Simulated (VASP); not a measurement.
Runs of VASP 6.6.1 on Gd. The structure is that of space group P6_3/mmc (No. 194), or close to it. The cells are those of the table. 

```tsv
level	spin	cell	k mesh	smearing	gap on the mesh (eV)	pressure (GPa)	moment (μB)
LDA	non-collinear, typed start, SOC	a = 3.636, b = 3.636, c = 5.783 Å, angles 90.0, 90.0, 120.0°, 2 atoms	6 × 6 × 4	fermi-dirac 0.05 eV	-	(b)	14.65
RPBE+D4	collinear, ferromagnetic start	a = 3.636, b = 3.636, c = 5.821 Å, angles 90.0, 90.0, 120.0°, 2 atoms	8 × 8 × 5	fermi-dirac 0.05 eV	none	0.0	15.31
PBE	collinear, ferromagnetic start	a = 3.636, b = 3.636, c = 5.783 Å, angles 90.0, 90.0, 120.0°, 2 atoms	8 × 8 × 5	gaussian 0.028 eV	none	0.3	15.20
PBE	collinear, ferromagnetic start	a = 3.636, b = 3.636, c = 5.783 Å, angles 90.0, 90.0, 120.0°, 2 atoms	8 × 8 × 5	gaussian 0.027 eV	none	0.4	15.20
PBE	collinear, ferromagnetic start	a = 3.636, b = 3.636, c = 5.783 Å, angles 90.0, 90.0, 120.0°, 2 atoms	8 × 8 × 5	gaussian 0.02 eV	none	(c)	(a)
```

Alike in all rows: task single point; potentials or basis VASP PAW PBE potentials, release 64 (Gd); cutoff (eV) 520.

Problem. Fill in the values left out.

Solution. (a) 15.19; (b) -3.9; (c) 1.3.

Caveats: semilocal functionals describe open f shells poorly, which spoils levels, moments and volumes; spin-orbit coupling is left out, which moves the levels of the heavy elements (at least some runs); the PAW data sets were made with another functional, which shifts forces and pressure a little (at least some runs); the cell stands under tension (at least some runs).

A k mesh can miss the band edges, and rows without SOC leave out spin-orbit coupling on Gd.

A gap of «none» marks levels without a gap at the run's occupations.
